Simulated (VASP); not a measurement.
Set up this calculation in VASP 6.6.1, as the native input.

```
Task                   : relaxation of cell and atoms
Functional             : LDA
Potentials or basis    : VASP PAW LDA potentials, release 64 (Se, W_sv)
Cutoff                 : 600 eV
k mesh                 : 12 × 12 × 2
Occupations            : gaussian, width 0.02 eV
Spin                   : no spin polarisation
Dipole correction      : no
Further INCAR settings : ALGO = Normal; EDIFF = 1e-07; IBRION = 2; EDIFFG = -0.01; NSW = 80; ISIF = 3
```

The structure of WSe2 lies in POSCAR:

```
WSe2
1.0
    3.2430592408      0.0000000000      0.0000000000
   -1.6215296204      2.8085716885      0.0000000000
    0.0000000000      0.0000000000     16.6299912691
Se W
2 1
Direct
    0.3333333333      0.6666666667      0.8997111814
    0.3333333333      0.6666666667      0.1002888186
    0.0000000000      0.0000000000      0.0000000000
```

The input as run:

INCAR

```
PREC = Accurate
ENCUT = 600
EDIFF = 1E-7
ISMEAR = 0
SIGMA = 0.02
LREAL = False
LASPH = True
NELM = 80
ALGO = Normal
ISIF = 3
LWAVE = False
LCHARG = False
GGA = CA
IBRION = 2
NSW = 80
EDIFFG = -0.01
```

KPOINTS

```
regular mesh
0
Gamma
  12 12 2
```

Potentials or basis: VASP PAW LDA potentials, release 64 (Se, W_sv).

The run is started by

```bash
$ cat potpaw_LDA.64/Se/POTCAR potpaw_LDA.64/W_sv/POTCAR > POTCAR
$ mpirun -np 1 vasp_std > vasp.out
```

It gave:

```
Relaxed cell                           : a = 3.252 Å, b = 3.252 Å, c = 16.634 Å, α = 90.00°, β = 90.00°, γ = 120.00°
Space group after relaxing (to 0.05 Å) : P-6m2 (No. 187)
Energy gained by relaxing              : 0.3 meV/atom
Ionic steps                            : 4
Band gap on the k mesh                 : 1.69 eV, indirect (least direct gap 1.74 eV)
```

Caveat: spin-orbit coupling is left out, which moves the levels of the heavy elements.

Wall time 7.7 min on 1 thread of AMD EPYC 9R45 (Zen 5), with other jobs on the host, peak memory 0.31 GiB.
